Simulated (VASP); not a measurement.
Wanted: the native input for a VASP 6.6.1 run.

```
Task                   : single point
Functional             : PBE
Potentials or basis    : VASP PAW PBE potentials, release 64 (Hf_pv, Ge_d, W_sv)
Cutoff                 : 520 eV
k mesh                 : 6 × 6 × 4
Occupations            : gaussian, width 0.1 eV
Spin                   : no spin polarisation
Dipole correction      : no
Further INCAR settings : ALGO = Fast; EDIFF = 1e-07; NBANDS = 37
```

The structure of Hf3GeW lies in POSCAR:

```
Hf3GeW
1.0
    4.3691564100      0.0000000000      0.0000000000
   -2.1845782000      3.7838004400      0.0000000000
    0.0000000000      0.0000000000      5.2438675800
Hf Ge W
3 1 1
Direct
    0.6666666700      0.3333333300      0.2489190000
    0.6666666700      0.3333333300      0.7510810000
    0.0000000000      0.0000000000      0.0000000000
    0.0000000000      0.0000000000      0.5000000000
    0.3333333300      0.6666666700      0.0000000000
```

The cell was built from a structure type or drawn by symmetry, and may not be a known phase.

The input as run:

INCAR

```
PREC     = Accurate       # precision mode
ENCUT    = 520            # plane-wave cutoff, eV
EDIFF    = 1E-7           # SCF threshold, eV
ISMEAR   = 0              # smearing method
SIGMA    = 0.1            # smearing width, eV
LREAL    = F              # projectors in reciprocal space
LASPH    = T              # aspherical terms in the spheres
NELM     = 100            # most SCF steps
ALGO     = Fast           # electronic algorithm
ISIF     = 2              # what is computed and relaxed
LWAVE    = F              # write WAVECAR
LCHARG   = F              # write CHGCAR
GGA      = PE             # functional
NBANDS   = 37             # bands
```

KPOINTS

```
Automatic mesh
0
Gamma
  6 6 4
```

Potentials or basis: VASP PAW PBE potentials, release 64 (Hf_pv, Ge_d, W_sv).

The run is started by

```console
$ cat potpaw_PBE.64/Hf_pv/POTCAR potpaw_PBE.64/Ge_d/POTCAR potpaw_PBE.64/W_sv/POTCAR > POTCAR
$ mpirun -np 1 vasp_std > vasp.out
```

Results of the run:

```json
{
 "Pressure": "42.6 GPa",
 "Largest force": "1.743 eV/Å",
 "Band gap on the k mesh": "zero (bands 29 and 30 overlap by 0.71 eV)"
}
```

Caveat: the cell stands under pressure; spin-orbit coupling is left out, which moves the levels of the heavy elements; forces of over 1 eV/Å act on the atoms, so gaps and moduli don't describe the material at rest.

Wall time 59 s on 1 thread of Intel(R) Xeon(R) 6975P-C (Granite Rapids) (shared host), peak memory 0.23 GiB.
